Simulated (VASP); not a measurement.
# BaS (I-4m2) in VASP: single point with HSE06

Aim: the single point of BaS with HSE06.

Everything below comes from runs of VASP 6.6.1. Logs are shortened: lines on timing, memory, paths and dates and some standing lists are left out, and cuts for length are marked.

## (1) The cell of the first run

Symmetry: I-4m2, No. 119, tetragonal system. Conventional cell: a = 4.977 Å, b = 4.977 Å, c = 7.438 Å, α = 90.00°, β = 90.00°, γ = 90.00°. Ba (site symmetry -4m2) has 4 S at 3.11 Å within 4.1 Å. S (site symmetry -4m2) has 4 Ba at 3.11 Å within 4.1 Å.

## (2) Single point, HSE06 (uniaxial x strain +5.7%)

The input, POSCAR:

```
BaS
1.0
    0.0000000000      3.5194117709      3.5194117709
    3.7189624183      0.0000000000      3.5194117709
    3.7189624183      3.5194117709      0.0000000000
Ba S
1 1
Direct
    0.0000000000      0.0000000000      0.0000000000
    0.2500000000      0.2500000000      0.2500000000
```

The input, INCAR.step1:

```
  ALGO = Normal
  EDIFF = 1E-5
  ENCUT = 520
  GGA = PE
  ISIF = 2
  ISMEAR = 0
  LASPH = T
  LCHARG = F
  LREAL = F
  LWAVE = T
  NBANDS = 15
  NELM = 80
  PREC = Accurate
  SIGMA = 0.01
```

The input, INCAR.step2:

```
  ALGO = Normal
  EDIFF = 1E-7
  ENCUT = 520
  GGA = PE
  HFSCREEN = 0.2079
  ISIF = 2
  ISMEAR = 0
  ISTART = 1
  LASPH = T
  LCHARG = F
  LHFCALC = T
  LREAL = F
  LWAVE = F
  NBANDS = 15
  NELM = 80
  PREC = Accurate
  PRECFOCK = Normal
  SIGMA = 0.01
```

The input, KPOINTS:

```
k-points
0
Gamma
  4 4 4
```

Potentials or basis: VASP PAW PBE potentials, release 64 (Ba_sv, S).

Command:

```console
$ cat potpaw_PBE.64/Ba_sv/POTCAR potpaw_PBE.64/S/POTCAR > POTCAR
$ cp INCAR.step1 INCAR
$ mpirun -np 1 vasp_std > vasp.out
$ cp INCAR.step2 INCAR
$ mpirun -np 1 vasp_std > vasp.out
```

OUTCAR:

```text
EDIFF = 1E-7
   ENCUT = 520
   GGA = PE
   HFSCREEN = 0.2079
   ISIF = 2
   ISMEAR = 0
   ISTART = 1
   LASPH = T
   LHFCALC = T
   LREAL = F
   NELM = 80
   PREC = Accurate
   PRECFOCK = Normal

 ion  position               nearest neighbor table
   1  0.000  0.000  0.000-   2 3.11   2 3.11   2 3.11   2 3.11
   2  0.250  0.250  0.250-   1 3.11   1 3.11   1 3.11   1 3.11

  LATTYP: Found a body centered tetragonal cell.
 ALAT       =     4.9771998580
 C/A-ratio  =     1.4943994714

  Lattice vectors:

 A1 = (   3.7189624183,   0.0000000000,   3.5194117709)
 A2 = (   3.7189624183,   0.0000000000,  -3.5194117709)
 A3 = (  -3.7189624183,   3.5194117709,   0.0000000000)

Analysis of symmetry for initial positions (statically):
=====================================================================
 Subroutine PRICEL returns:
 Original cell was already a primitive cell.

 Routine SETGRP: Setting up the symmetry group for a
 body centered tetragonal supercell.

 Subroutine GETGRP returns: Found  8 space group operations
 (whereof  8 operations were pure point group operations)
 out of a pool of 16 trial point group operations.

The static configuration has the point symmetry D_2d.

Analysis of symmetry for dynamics (positions and initial velocities):
=====================================================================
 Subroutine PRICEL returns:
 Original cell was already a primitive cell.

 Routine SETGRP: Setting up the symmetry group for a
 body centered tetragonal supercell.

 Subroutine GETGRP returns: Found  8 space group operations
 (whereof  8 operations were pure point group operations)
 out of a pool of 16 trial point group operations.

The dynamic configuration has the point symmetry D_2d.

 Subroutine INISYM returns: Found  8 space group operations
 (whereof  8 operations are pure point group operations),
 and found     1 'primitive' translations

----------------------------------------------------------------------------------------

                                     Primitive cell

  volume of cell :      92.1281

  direct lattice vectors                    reciprocal lattice vectors
     0.000000000  3.519411771  3.519411771    -0.134446102  0.142069196  0.142069196
     3.718962418  0.000000000  3.519411771     0.134446102 -0.142069196  0.142069196
     3.718962418  3.519411771  0.000000000     0.134446102  0.142069196 -0.142069196

  length of vectors
     4.977199858  5.120248107  5.120248107     0.241750009  0.241750009  0.241750009

  position of ions in fractional coordinates (direct lattice)
     0.000000000  0.000000000  0.000000000
     0.250000000  0.250000000  0.250000000

  ion indices of the primitive-cell ions
   primitive index   ion index
                 1           1
                 2           2

----------------------------------------------------------------------------------------

 KPOINTS: k-points

Automatic generation of k-mesh.
 Grid dimensions read from file:
 generate k-points for:    4    4    4

 Generating k-lattice:

  Cartesian coordinates                     Fractional coordinates (reciprocal lattice)
    -0.033611525  0.035517299  0.035517299     0.250000000  0.000000000  0.000000000
     0.033611525 -0.035517299  0.035517299     0.000000000  0.250000000  0.000000000
     0.033611525  0.035517299 -0.035517299     0.000000000  0.000000000  0.250000000

  Length of vectors
     0.060437502  0.060437502  0.060437502

  Shift w.r.t. Gamma in fractional coordinates (k-lattice)
     0.000000000  0.000000000  0.000000000

 Subroutine IBZKPT returns following result:
 ===========================================

 Found     13 irreducible k-points:

 Following reciprocal coordinates:
            Coordinates               Weight
  0.000000  0.000000  0.000000      1.000000
  0.250000  0.000000  0.000000      8.000000
  0.500000  0.000000  0.000000      4.000000
  0.250000  0.250000  0.000000      4.000000
  0.500000  0.250000  0.000000     16.000000
 -0.250000  0.250000  0.000000      8.000000
  0.500000  0.500000  0.000000      2.000000
  0.000000  0.250000  0.250000      2.000000
  0.500000  0.250000  0.250000      4.000000
 -0.250000  0.250000  0.250000      8.000000
 -0.250000  0.500000  0.250000      4.000000
  0.500000 -0.250000  0.250000      2.000000
  0.000000  0.500000  0.500000      1.000000
   k-points           NKPTS =     13   k-points in BZ     NKDIM =     64   number of bands    NBANDS=     15
   number of dos      NEDOS =    301   number of ions     NIONS =      2
   total plane-waves  NPLWV =  64000
   dimension x,y,z NGX =    40 NGY =   40 NGZ =   40
   dimension x,y,z NGXF=    80 NGYF=   80 NGZF=   80
   ions per type =               1   1
   NGX,Y,Z   is equivalent  to a cutoff of  13.36, 12.99, 12.99 a.u.
   NGXF,Y,Z  is equivalent  to a cutoff of  26.72, 25.97, 25.97 a.u.
 SYSTEM =  unknown system
   PREC   = accura    normal or accurate (medium, high low for compatibility)
   ISTART =      1    job   : 0-new  1-cont  2-samecut
   ICHARG =      0    charge: 1-file 2-atom 10-const
   ISPIN  =      1    spin polarized calculation?
   LNONCOLLINEAR =      F non collinear calculations
   LSORBIT =      F    spin-orbit coupling
   LASPH  =      T    aspherical Exc in radial PAW
   ENCUT  =  520.0 eV  38.22 Ry    6.18 a.u.   9.25  9.52  9.52*2*pi/ulx,y,z
   NELM   =     80;   NELMIN=  2; NELMDL=  0     # of ELM steps
   EDIFF  = 0.1E-06   stopping-criterion for ELM
   LREAL  =      F    real-space projection
   EDIFFG = 0.1E-05   stopping-criterion for IOM
   NSW    =      0    number of steps for IOM
   IBRION =     -1    ionic relax: 0-MD 1-quasi-New 2-CG
   NFREE  =      0    steps in history (QN), initial steepest desc. (CG)
   ISIF   =      2    stress and relaxation
   ISYM   =      3    0-nonsym 1-usesym 2-fastsym
   POTIM  = 0.5000    time-step for ionic-motion
   TEBEG  =    0.0;   TEEND  =   0.0 temperature during run
   PSTRESS=    0.0 pullay stress
   NELECT =      16.0000    total number of electrons
   NUPDOWN=      -1.0000    fix difference up-down
   EMIN   =  10.00;   EMAX   =-10.00  energy-range for DOS
   EFERMI =   0.00;   METHOD = LEGACY
   ISMEAR =     0;   SIGMA  =   0.01  broadening in eV -4-tet -1-fermi 0-gaus
   EFERMI_NEDOS =   21; number of points for ismear=-14 and -15
   IALGO  =     38    algorithm
   IMIX   =      1    mixing-type and parameters
     AMIX     =   0.40;   BMIX     =  1.00
     AMIX_MAG =   1.60;   BMIX_MAG =  1.00
  volume/ion in A,a.u.               =      46.06       310.86
  Fermi-wavevector in a.u.,A,eV,Ry     =   0.913379  1.726035 11.350803  0.834261
  Thomas-Fermi vector in A             =   2.037883
   LORBIT       =      0    0 simple, 1 ext, 2 COOP (PROOUT), +10 PAW based schemes
   GGA     = PE    functional components
   LHFCALC =     T    Hartree Fock is set to
   PRECFOCK=normal    Normal, Fast or Accurate (Low or Medium for compatibility)
   ENCUT4O =  -1.0   cutoff for four orbital integrals eV
   NKREDX  =     1    reduce k-point grid by
   NKREDY  =     1    reduce k-point grid by
   NKREDZ  =     1    reduce k-point grid by
   AEXX    =    0.2500 exact exchange contribution
   HFSCREEN=    0.2079 screening length (either q_TF or 0.3 A-1)
   HFSCREENC=   0.2079 screening length for correlation (either q_TF or 0.3 A-1)
   ENCUTFOCK=  -1.0 apply spherical cutoff to Coloumb kernel
   IVDW    =     0    specifies the selected vdW correction
   LEPSILON=     F    determine dielectric tensor
   LRPA    =     F    only Hartree local field effects (RPA)
 non-spin polarized calculation
 Gauss-broadening in eV      SIGMA  =   0.01
  energy-cutoff  :      520.00
  volume of cell :       92.13
 maximum number of plane-waves:      2517
 NGX is ok and might be reduce to    40
  NGX = 28; NGY = 30; NGZ = 30

 number of electron      16.0000001 magnetization

 Free energy of the ion-electron system (eV)
  ---------------------------------------------------
  ext. energy  EPLUGINS =         0.00000000
  ---------------------------------------------------
  free energy    TOTEN  =       -11.02297095 eV

  energy without entropy =      -11.02297095  energy(sigma->0) =      -11.02297095

 E-fermi :  -0.9422     XC(G=0):  -5.8856

 val. band max:       -1.0144169046   @ k =   0.0000   0.5000   0.5000
 cond. band min:       2.5022042276   @ k =   0.0000   0.0000   0.0000
 fundamental gap:      3.5166211322
 Fermi energy:        -0.9421689362

 k-point     1 :       0.0000    0.0000    0.0000
  band No.  band energies     occupation
      1     -29.0427      2.00000
      2     -13.1567      2.00000
      3     -13.1567      2.00000
      4     -13.1455      2.00000
      5     -11.8923      2.00000
      6      -1.6683      2.00000
      7      -1.6296      2.00000
      8      -1.6296      2.00000
      9       2.5022      0.00000
     10       4.8530      0.00000
     11       5.2422      0.00000
     12       6.5705      0.00000
     13       7.0096      0.00000
     14       7.0096      0.00000
     15       9.5437      0.00000

 k-point     2 :       0.2500    0.0000    0.0000
  band No.  band energies     occupation
      1     -29.0364      2.00000
      2     -13.5244      2.00000
      3     -13.1720      2.00000
      4     -13.1716      2.00000
      5     -11.5053      2.00000
      6      -1.7408      2.00000
      7      -1.5356      2.00000
      8      -1.4921      2.00000
      9       3.5724      0.00000
     10       4.7024      0.00000
     11       4.9049      0.00000
     12       6.2526      0.00000
     13       7.2100      0.00000
     14       7.2919      0.00000
     15       7.6299      0.00000
[... 167 lines left out ...]
      3     -13.2999      2.00000
      4     -13.2298      2.00000
      5     -11.0680      2.00000
      6      -1.6415      2.00000
      7      -1.4963      2.00000
      8      -1.0966      2.00000
      9       3.3164      0.00000
     10       4.2327      0.00000
     11       6.0732      0.00000
     12       6.3018      0.00000
     13       7.2325      0.00000
     14       8.2372      0.00000
     15       8.5973      0.00000

 k-point    13 :       0.0000    0.5000    0.5000
  band No.  band energies     occupation
      1     -29.0275      2.00000
      2     -13.8911      2.00000
      3     -13.2370      2.00000
      4     -13.2370      2.00000
      5     -11.0020      2.00000
      6      -2.0849      2.00000
      7      -1.0144      2.00000
      8      -1.0144      2.00000
      9       3.2130      0.00000
     10       4.3865      0.00000
     11       6.1871      0.00000
     12       6.1871      0.00000
     13       6.3489      0.00000
     14       7.9655      0.00000
     15       8.1739      0.00000

------------------------ aborting loop because EDIFF is reached ----------------------------------------

  FORCE on cell =-STRESS in cart. coord.  units (eV):
  Direction    XX          YY          ZZ          XY          YZ          ZX
  --------------------------------------------------------------------------------------
  -------------------------------------------------------------------------------------
  Total       -0.9427933     -0.6891595     -0.6891595     -0.0000000      0.0000000      0.0000000
  in kB      -16.3958951    -11.9850101    -11.9850101     -0.0000000      0.0000000      0.0000000
  external PRESSURE =     -13.4553051 kB  Pullay stress =       0.0000000 kB

 VOLUME and BASIS-vectors are now :
 -----------------------------------------------------------------------------
  energy-cutoff  :      520.00
  volume of cell :       92.13
      direct lattice vectors                 reciprocal lattice vectors
     0.000000000  3.519411771  3.519411771    -0.134446102  0.142069196  0.142069196
     3.718962418  0.000000000  3.519411771     0.134446102 -0.142069196  0.142069196
     3.718962418  3.519411771  0.000000000     0.134446102  0.142069196 -0.142069196

 POSITION                                       TOTAL-FORCE (eV/Angst)
 -----------------------------------------------------------------------------------
      0.00000      0.00000      0.00000         0.000000     -0.000000     -0.000000
      1.85948      1.75971      1.75971         0.000000      0.000000      0.000000
 -----------------------------------------------------------------------------------
    total drift:                                0.000000      0.000000      0.000000

  FREE ENERGIE OF THE ION-ELECTRON SYSTEM (eV)
  ---------------------------------------------------
  free  energy   TOTEN  =       -11.0229709458 eV

  energy  without entropy=      -11.0229709458  energy(sigma->0) =      -11.02297095
```

Wall time 12 min (1 thread of Intel Xeon 6975P-C (Granite Rapids), shared host); peak memory 0.35 GiB.

What came out:

```yaml
Free_energy: -11.0230 eV
Pressure: -1.3 GPa
Band_gap_on_the_k_mesh: 3.52 eV (least direct gap 4.13 eV)
```

Stress tensor (GPa, compression positive):
```
-1.64  0.00  0.00
 0.00 -1.20  0.00
 0.00  0.00 -1.20
```

Levels at points of the mesh, in eV from the valence-band top:
| k point | band 4 | band 5 | band 6 | band 7 | band 8 | band 9 | band 10 | band 11 | band 12 | band 13 |
| --- | --- | --- | --- | --- | --- | --- | --- | --- | --- | --- |
| (0.00, 0.00, 0.00) | -12.13 | -10.88 | -0.65 | -0.62 | -0.62 | 3.52 | 5.87 | 6.26 | 7.58 | 8.02 |
| (0.50, 0.00, 0.00) | -12.17 | -10.23 | -0.63 | -0.43 | -0.35 | 5.31 | 6.16 | 6.22 | 6.23 | 7.28 |
| (0.50, 0.50, 0.00) | -12.21 | -10.07 | -1.04 | -0.08 | -0.03 | 4.37 | 5.45 | 7.24 | 7.33 | 7.38 |
| (0.00, 0.50, 0.50) | -12.22 | -9.99 | -1.07 | 0.00 | 0.00 | 4.23 | 5.40 | 7.20 | 7.20 | 7.36 |

Caveat: the cell differs from its parent crystal (uniaxial x strain +5.7%); the PAW data sets were made with another functional, which shifts forces and pressure a little; spin-orbit coupling is left out, which moves the levels of the heavy elements.
